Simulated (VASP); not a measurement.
# V3Os (Fm-3m) in VASP: a series of runs

The runs below take V3Os through single point, with LDA.

Program: VASP 6.6.1. These are calculated values, not measurements. Logs are shortened: lines on timing, memory, paths and dates and some standing lists are left out, and cuts for length are marked.

## (1) The cell of the first run

Symmetry: Fm-3m, No. 225, cubic system. The conventional cell has a = 5.971 Å, b = 5.971 Å, c = 5.971 Å, α = 90.00°, β = 90.00°, γ = 90.00°. Within 3.4 Å of V (site symmetry -43m) lie 10 V at 2.59 to 2.99 Å and 4 Os at 2.59 Å. V (site symmetry m-3m) has 8 V at 2.59 Å and 6 Os at 2.99 Å within 3.4 Å. Os (site symmetry m-3m) has 14 V at 2.59 to 2.99 Å within 3.4 Å.

## (2) Single point, LDA, collinear spin, ferromagnetic start

INCAR reads:

```
  ALGO = Normal
  EDIFF = 1E-6
  ENCUT = 520
  GGA = CA
  ISIF = 2
  ISMEAR = -1
  ISPIN = 2
  LASPH = T
  LCHARG = F
  LMAXMIX = 4
  LORBIT = 11
  LREAL = F
  LWAVE = F
  MAGMOM = 1.12 1.12 1.56 0.22
  NBANDS = 36
  NELM = 150
  NUPDOWN = 4.5
  PREC = Accurate
  SIGMA = 0.1
```

KPOINTS reads:

```
k-points
0
Gamma
  7 7 7
```

POSCAR reads:

```
V3Os
1.0
    4.2222960000      0.0000000000      0.0000000000
    2.1111480000      3.6566155983      0.0000000000
    2.1111480000      1.2188718661      3.4474902477
V Os
3 1
Direct
    0.2500000000      0.2500000000      0.2500000000
    0.7500000000      0.7500000000      0.7500000000
    0.5000000000      0.5000000000      0.5000000000
    0.0000000000      0.0000000000      0.0000000000
```

Potentials or basis: VASP PAW LDA potentials, release 64 (V_sv, Os).

Run with:

```console
cat potpaw_LDA.64/V_sv/POTCAR potpaw_LDA.64/Os/POTCAR > POTCAR
mpirun -np 1 vasp_std > vasp.out
```

OUTCAR:

```text
EDIFF = 1E-6
   ENCUT = 520
   GGA = CA
   ISIF = 2
   ISMEAR = -1
   ISPIN = 2
   LASPH = T
   LORBIT = 11
   LREAL = F
   NELM = 150
   NUPDOWN = 4.5
   PREC = Accurate

 ion  position               nearest neighbor table
   1  0.250  0.250  0.250-   4 2.59   3 2.59   4 2.59   3 2.59   3 2.59   4 2.59   4 2.59   3 2.59

   2  0.750  0.750  0.750-   3 2.59   3 2.59   4 2.59   4 2.59   4 2.59   3 2.59   3 2.59   4 2.59

   3  0.500  0.500  0.500-   1 2.59   1 2.59   2 2.59   2 2.59   2 2.59   1 2.59   1 2.59   2 2.59
                             4 2.99   4 2.99   4 2.99   4 2.99   4 2.99   4 2.99
   4  0.000  0.000  0.000-   2 2.59   1 2.59   2 2.59   1 2.59   1 2.59   2 2.59   2 2.59   1 2.59
                             3 2.99   3 2.99   3 2.99   3 2.99   3 2.99   3 2.99

  LATTYP: Found a face centered cubic cell.
 ALAT       =     5.9712282676

  Lattice vectors:

 A1 = (   4.2222960000,   0.0000000000,   0.0000000000)
 A2 = (   2.1111480000,   3.6566155983,   0.0000000000)
 A3 = (   2.1111480000,   1.2188718661,   3.4474902477)

Analysis of symmetry for initial positions (statically):
=====================================================================
 Subroutine PRICEL returns:
 Original cell was already a primitive cell.

 Routine SETGRP: Setting up the symmetry group for a
 face centered cubic supercell.

 Subroutine GETGRP returns: Found 48 space group operations
 (whereof 48 operations were pure point group operations)
 out of a pool of 48 trial point group operations.

The static configuration has the point symmetry O_h .

Analysis of symmetry for dynamics (positions and initial velocities):
=====================================================================
 Subroutine PRICEL returns:
 Original cell was already a primitive cell.

 Routine SETGRP: Setting up the symmetry group for a
 face centered cubic supercell.

 Subroutine GETGRP returns: Found 48 space group operations
 (whereof 48 operations were pure point group operations)
 out of a pool of 48 trial point group operations.

The dynamic configuration has the point symmetry O_h .

Analysis of structural, dynamic, and magnetic symmetry:
=====================================================================
 Subroutine PRICEL returns:
 Original cell was already a primitive cell.

 Routine SETGRP: Setting up the symmetry group for a
 face centered cubic supercell.

 Subroutine GETGRP returns: Found 48 space group operations
 (whereof 48 operations were pure point group operations)
 out of a pool of 48 trial point group operations.

The overall configuration has the point symmetry O_h .

 Subroutine INISYM returns: Found 48 space group operations
 (whereof 48 operations are pure point group operations),
 and found     1 'primitive' translations

----------------------------------------------------------------------------------------

                                     Primitive cell

  volume of cell :      53.2269

  direct lattice vectors                    reciprocal lattice vectors
     4.222296000  0.000000000  0.000000000     0.236837967 -0.136738464 -0.096688695
     2.111148000  3.656615598  0.000000000     0.000000000  0.273476928 -0.096688695
     2.111148000  1.218871866  3.447490248     0.000000000  0.000000000  0.290066085

  length of vectors
     4.222296000  4.222296000  4.222296000     0.290066085  0.290066085  0.290066085

  position of ions in fractional coordinates (direct lattice)
     0.250000000  0.250000000  0.250000000
     0.750000000  0.750000000  0.750000000
     0.500000000  0.500000000  0.500000000
     0.000000000  0.000000000  0.000000000

  ion indices of the primitive-cell ions
   primitive index   ion index
                 1           1
                 2           2
                 3           3
                 4           4

----------------------------------------------------------------------------------------

 KPOINTS: k-points

Automatic generation of k-mesh.
 Grid dimensions read from file:
 generate k-points for:    7    7    7

 Generating k-lattice:

  Cartesian coordinates                     Fractional coordinates (reciprocal lattice)
     0.033833995 -0.019534066 -0.013812671     0.142857143 -0.000000000 -0.000000000
     0.000000000  0.039068133 -0.013812671     0.000000000  0.142857143 -0.000000000
     0.000000000  0.000000000  0.041438012     0.000000000  0.000000000  0.142857143

  Length of vectors
     0.041438012  0.041438012  0.041438012

  Shift w.r.t. Gamma in fractional coordinates (k-lattice)
     0.000000000  0.000000000  0.000000000

 Subroutine IBZKPT returns following result:
 ===========================================

 Found     20 irreducible k-points:

 Following reciprocal coordinates:
            Coordinates               Weight
  0.000000  0.000000  0.000000      1.000000
  0.142857 -0.000000 -0.000000      8.000000
  0.285714 -0.000000 -0.000000      8.000000
  0.428571 -0.000000  0.000000      8.000000
  0.142857  0.142857 -0.000000      6.000000
  0.285714  0.142857 -0.000000     24.000000
[... 12 lines left out ...]
 -0.428571  0.428571  0.142857     24.000000
 -0.285714  0.428571  0.142857     24.000000
   k-points           NKPTS =     20   k-points in BZ     NKDIM =     20   number of bands    NBANDS=     36
   number of dos      NEDOS =    301   number of ions     NIONS =      4
   total plane-waves  NPLWV =  32768
   dimension x,y,z NGX =    32 NGY =   32 NGZ =   32
   dimension x,y,z NGXF=    64 NGYF=   64 NGZF=   64
   ions per type =               3   1
   NGX,Y,Z   is equivalent  to a cutoff of  12.60, 12.60, 12.60 a.u.
   NGXF,Y,Z  is equivalent  to a cutoff of  25.20, 25.20, 25.20 a.u.
 SYSTEM =  unknown system
   PREC   = accura    normal or accurate (medium, high low for compatibility)
   ISTART =      0    job   : 0-new  1-cont  2-samecut
   ICHARG =      2    charge: 1-file 2-atom 10-const
   ISPIN  =      2    spin polarized calculation?
   LNONCOLLINEAR =      F non collinear calculations
   LSORBIT =      F    spin-orbit coupling
   LASPH  =      T    aspherical Exc in radial PAW
   ENCUT  =  520.0 eV  38.22 Ry    6.18 a.u.   7.85  7.85  7.85*2*pi/ulx,y,z
   NELM   =    150;   NELMIN=  2; NELMDL= -5     # of ELM steps
   EDIFF  = 0.1E-05   stopping-criterion for ELM
   LREAL  =      F    real-space projection
   EDIFFG = 0.1E-04   stopping-criterion for IOM
   NSW    =      0    number of steps for IOM
   IBRION =     -1    ionic relax: 0-MD 1-quasi-New 2-CG
   NFREE  =      0    steps in history (QN), initial steepest desc. (CG)
   ISIF   =      2    stress and relaxation
   ISYM   =      2    0-nonsym 1-usesym 2-fastsym
   POTIM  = 0.5000    time-step for ionic-motion
   TEBEG  =    0.0;   TEEND  =   0.0 temperature during run
   PSTRESS=    0.0 pullay stress
   NELECT =      47.0000    total number of electrons
   NUPDOWN=       4.5000    fix difference up-down
   EMIN   =  10.00;   EMAX   =-10.00  energy-range for DOS
   EFERMI =   0.00;   METHOD = LEGACY
   ISMEAR =    -1;   SIGMA  =   0.10  broadening in eV -4-tet -1-fermi 0-gaus
   EFERMI_NEDOS =   21; number of points for ismear=-14 and -15
   IALGO  =     38    algorithm
   IMIX   =      4    mixing-type and parameters
     AMIX     =   0.40;   BMIX     =  1.00
     AMIX_MAG =   1.60;   BMIX_MAG =  1.00
  volume/ion in A,a.u.               =      13.31        89.80
  Fermi-wavevector in a.u.,A,eV,Ry     =   1.570593  2.967991 33.562358  2.466764
  Thomas-Fermi vector in A             =   2.672304
   LORBIT       =     11    0 simple, 1 ext, 2 COOP (PROOUT), +10 PAW based schemes
   GGA     = CA    functional components
   LHFCALC =     F    Hartree Fock is set to
   AEXX    =    0.0000 exact exchange contribution
   IVDW    =     0    specifies the selected vdW correction
   LEPSILON=     F    determine dielectric tensor
   LRPA    =     F    only Hartree local field effects (RPA)
 spin polarized calculation
  energy-cutoff  :      520.00
  volume of cell :       53.23
 maximum number of plane-waves:      1459
   NGX = 15   NGY = 15   NGZ = 15

 number of electron      47.0000013 magnetization       4.4999911

 Free energy of the ion-electron system (eV)
  ---------------------------------------------------
  ext. energy  EPLUGINS =         0.00000000
  ---------------------------------------------------
  free energy    TOTEN  =       -41.80948942 eV

  energy without entropy =      -41.60603938  energy(sigma->0) =      -41.70776440

 E-fermi :   9.4251     XC(G=0): -13.5793

 val. band max:       10.7781637796   @ k =   0.4286   0.1429  -0.0000
 cond. band min:       9.4341229928   @ k =   0.4286   0.4286   0.0000
 fundamental gap:     -1.3440407868
 Fermi energy:        10.8524963380

 spin component 1

 k-point     1 :       0.0000    0.0000    0.0000
  band No.  band energies     occupation
      1     -53.8114      1.00000
      2     -53.5703      1.00000
      3     -53.5312      1.00000
      4     -28.1786      1.00000
      5     -28.1786      1.00000
      6     -28.1786      1.00000
[... 749 lines left out ...]
     34      13.0299      0.00000
     35      13.1055      0.00000
 Fermi energy:         9.4251033145

 spin component 2

 k-point     1 :       0.0000    0.0000    0.0000
  band No.  band energies     occupation
      1     -52.7451      1.00000
      2     -52.6321      1.00000
      3     -52.3894      1.00000
      4     -27.0809      1.00000
      5     -27.0809      1.00000
      6     -27.0809      1.00000
[... 749 lines left out ...]
     34      13.9065      0.00000
     35      13.9882      0.00000
 [bands above 35 left out]

------------------------ aborting loop because EDIFF is reached ----------------------------------------

  FORCE on cell =-STRESS in cart. coord.  units (eV):
  Direction    XX          YY          ZZ          XY          YZ          ZX
  --------------------------------------------------------------------------------------
  -------------------------------------------------------------------------------------
  Total        0.2519220      0.2519220      0.2519220      0.0000000      0.0000000      0.0000000
  in kB        7.5830814      7.5830814      7.5830814      0.0000000      0.0000000      0.0000000
  external PRESSURE =       7.5830814 kB  Pullay stress =       0.0000000 kB

 VOLUME and BASIS-vectors are now :
 -----------------------------------------------------------------------------
  energy-cutoff  :      520.00
  volume of cell :       53.23
      direct lattice vectors                 reciprocal lattice vectors
     4.222296000  0.000000000  0.000000000     0.236837967 -0.136738464 -0.096688695
     2.111148000  3.656615598  0.000000000     0.000000000  0.273476928 -0.096688695
     2.111148000  1.218871866  3.447490248     0.000000000  0.000000000  0.290066085

 POSITION                                       TOTAL-FORCE (eV/Angst)
 -----------------------------------------------------------------------------------
      2.11115      1.21887      0.86187         0.000000      0.000000      0.000000
      6.33344      3.65662      2.58562         0.000000     -0.000000     -0.000000
      4.22230      2.43774      1.72375        -0.000000      0.000000     -0.000000
      0.00000      0.00000      0.00000        -0.000000      0.000000     -0.000000
 -----------------------------------------------------------------------------------
    total drift:                                0.000000      0.000000     -0.000000

  FREE ENERGIE OF THE ION-ELECTRON SYSTEM (eV)
  ---------------------------------------------------
  free  energy   TOTEN  =       -41.8094894214 eV

  energy  without entropy=      -41.6060393845  energy(sigma->0) =      -41.70776440

 total charge

# of ion       s       p       d       tot
------------------------------------------
    1        2.337   6.258   3.132  11.727
    2        2.337   6.258   3.132  11.727
    3        2.322   6.229   3.131  11.681
    4        0.735   0.695   6.241   7.671
--------------------------------------------------
tot          7.731  19.440  15.635  42.806

 magnetization (x)

# of ion       s       p       d       tot
------------------------------------------
    1        0.012   0.058   1.004   1.075
    2        0.012   0.058   1.004   1.075
    3        0.025   0.069   1.393   1.487
    4       -0.006   0.083   0.208   0.285
--------------------------------------------------
tot          0.044   0.268   3.609   3.921
```

Run time: 64 s. Hardware: 1 thread of Intel Xeon Platinum 8488C (Sapphire Rapids), shared host; peak memory 0.2 GiB.

Results:

| Property | Result |
| --- | --- |
| Free energy | -41.8095 eV |
| Pressure | 0.8 GPa |
| Net moment | 4.50 μB per cell |
| Site moments | V +1.07, +1.49 (each value once); Os +0.28 μB |
| Valence electrons inside the program's atomic spheres | V 11.73, 11.68 (each value once); Os 7.67 |

Caveat: spin-orbit coupling is left out, which moves the levels of the heavy elements; the total moment is fixed, so each spin has its own Fermi level.

## (3) Single point, LDA, collinear spin, ferromagnetic start

INCAR reads:

```
ALGO = Normal
EDIFF = 1E-6
ENCUT = 520
ISIF = 2
ISMEAR = -1
ISPIN = 2
LASPH = T
LCHARG = F
LMAXMIX = 4
LORBIT = 11
LREAL = F
LWAVE = F
MAGMOM = 1.37 1.37 1.83 0.26
NBANDS = 36
NELM = 150
NUPDOWN = 5.4
PREC = Accurate
SIGMA = 0.1
```

KPOINTS is that of step 2.

POSCAR is that of step 2.

Potentials or basis: VASP PAW LDA potentials, release 64 (V_sv, Os).

Run with:

```console
cat potpaw_LDA.64/V_sv/POTCAR potpaw_LDA.64/Os/POTCAR > POTCAR
mpirun -np 1 vasp_std > vasp.out
```

Run time: 66 s. Hardware: 1 thread of Intel Xeon Platinum 8488C (Sapphire Rapids), shared host; peak memory 0.2 GiB.

The run converged. Its results:

```
Free energy                                           : -41.1343 eV
Pressure                                              : 4.9 GPa
Net moment                                            : 5.40 μB per cell
Site moments                                          : V +1.31, +1.75 (each value once); Os +0.34 μB
Valence electrons inside the program's atomic spheres : V 11.73, 11.68 (each value once); Os 7.68
```

Caveat: the cell stands under pressure; spin-orbit coupling is left out, which moves the levels of the heavy elements; the total moment is fixed, so each spin has its own Fermi level.
